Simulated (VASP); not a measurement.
Runs of VASP 6.6.1 on Rh. The structure is that of space group Fm-3m (No. 225), or close to it. The cells are those of the table. 

```tsv
cell	further INCAR settings	gap on the mesh (eV)	pressure (GPa)
a = 2.709, b = 2.689 Å, angles 60.2, 59.5, 60.2°, 1 atom	ALGO = Fast; EDIFF = 1e-06; NBANDS = 14	none	1.8
a = 2.669, b = 2.689 Å, angles 59.8, 60.5, 59.8°, 1 atom	ALGO = Fast; EDIFF = 1e-06; NBANDS = 14	none	(a)
a = 2.716, b = 2.689 Å, angles 60.3, 59.3, 60.3°, 1 atom	ALGO = Fast; EDIFF = 1e-07; NBANDS = 14	none	(b)
a = 2.713, b = 2.689 Å, angles 60.3, 59.4, 60.3°, 1 atom	ALGO = Fast; EDIFF = 1e-07; NBANDS = 14	none	1.1
a = 2.676, b = 2.689 Å, angles 59.8, 60.3, 59.8°, 1 atom	ALGO = Fast; EDIFF = 1e-06; NBANDS = 14	none	8.8
```

Alike in all rows: task single point; level PBE; potentials or basis VASP PAW PBE potentials, release 64 (Rh_pv); no spin polarisation; k mesh 22 × 22 × 22; cutoff (eV) 520; smearing gaussian 0.15 eV.

Problem. Fill in the values left out.

Solution. (a) 10.4; (b) 0.5.

A k mesh can miss the band edges, and the runs leave out spin-orbit coupling on Rh.

A gap of «none» marks levels without a gap at the run's occupations.
